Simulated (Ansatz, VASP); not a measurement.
# GaN: VASP beside Ansatz

File POSCAR:

```
GaN
1.0
    0.0000000000      2.1928558437      2.0342577101
    2.1928558437      0.0000000000      2.0342577101
    2.1928558437      2.1928558437      0.0000000000
Ga N
1 1
Direct
    0.0000000000      0.0000000000      0.0000000000
    0.5000000000      0.5000000000      0.5000000000
```

INCAR.step1

```
SYSTEM = GaN
ALGO = Normal
EDIFF = 1E-4
ENCUT = 520
GGA = PE
GGA_COMPAT = .FALSE.
ISMEAR = -1
LASPH = .TRUE.
LCHARG = .FALSE.
LNONCOLLINEAR = .TRUE.
LREAL = .FALSE.
LSORBIT = .TRUE.
LWAVE = .TRUE.
MAGMOM = 0 0 0 0 0 0
NBANDS = 30
NELM = 150
PREC = Accurate
SIGMA = 0.02
```

Contents of INCAR.step2:

```
SYSTEM = GaN
ALGO = Normal
EDIFF = 1E-6
ENCUT = 520
GGA_COMPAT = .FALSE.
ISIF = 2
ISMEAR = -1
ISTART = 1
LASPH = .TRUE.
LCHARG = .FALSE.
LMIXTAU = .TRUE.
LNONCOLLINEAR = .TRUE.
LORBIT = 11
LORBMOM = .TRUE.
LREAL = .FALSE.
LSORBIT = .TRUE.
LWAVE = .FALSE.
MAGMOM = 0 0 0 0 0 0
METAGGA = R2SCAN
NBANDS = 30
NELM = 150
PREC = Accurate
SIGMA = 0.02
```

KPOINTS

```
k-points
0
G
  10 10 10
  0 0 0
```

Input for Ansatz:

```yaml
crystal:
  lattice:
    - [0.0, 2.1928558437, 2.0342577101]
    - [2.1928558437, 0.0, 2.0342577101]
    - [2.1928558437, 2.1928558437, 0.0]
  atoms:
    - { symbol: Ga, position: [0.0, 0.0, 0.0] }
    - { symbol: "N", position: [0.5, 0.5, 0.5] }
kpoints:
  mp_grid: { grid: [10, 10, 10] }
  band_path:
    path:
      - [0.0, 0.0, 0.0]
      - [0.5, 0.0, 0.5]
      - [0.625, 0.25, 0.625]
      - [0.375, 0.375, 0.75]
      - [0.5, 0.5, 0.5]
      - [0.5, 0.25, 0.75]
      - [0.011719, 0.191406, -0.179687]
      - [0.5, 0.5, 0.0]
    npoints: 1
hamiltonian:
  xc: r2scan
scf:
  occupations: { method: fermi_dirac, width: 0.02 }
  n_extra_bands: 8
magnetization:
  noncollinear: true
  spin_orbit: true
output:
  forces: true
  stress: true
  eigenvalues: true
  write_density: true
  write_potential: true
  elf: true
  volumetric_format: npy
```

Change from the starting cell: epitaxial_xy strain +4.0%.

Alike in both runs: task single point; functional r2SCAN; k mesh 10 × 10 × 10; occupations fermi-dirac, width 0.02 eV; non-collinear spin, spin-orbit coupling.

|  | VASP | Ansatz |
| --- | --- | --- |
| version | VASP 6.6.1 | Ansatz 0.2.0 |
| potentials or method | VASP PAW PBE potentials, release 64 (Ga_d, N) | plane waves, PAW |
| plane-wave cutoff (eV) | 520 | 500 |
| valence electrons in the cell | 18 | 18 |

```tsv
	VASP	Ansatz	Ansatz less VASP
pressure (GPa)	-6.5	-7.4	-0.99
traceless stress, the component that is largest in VASP (GPa)	8.04	7.43	-0.612
```

VASP's potentials were made for PBE, not for r2SCAN. The functional is the same, so the differences come from potentials, cutoffs and numerics.
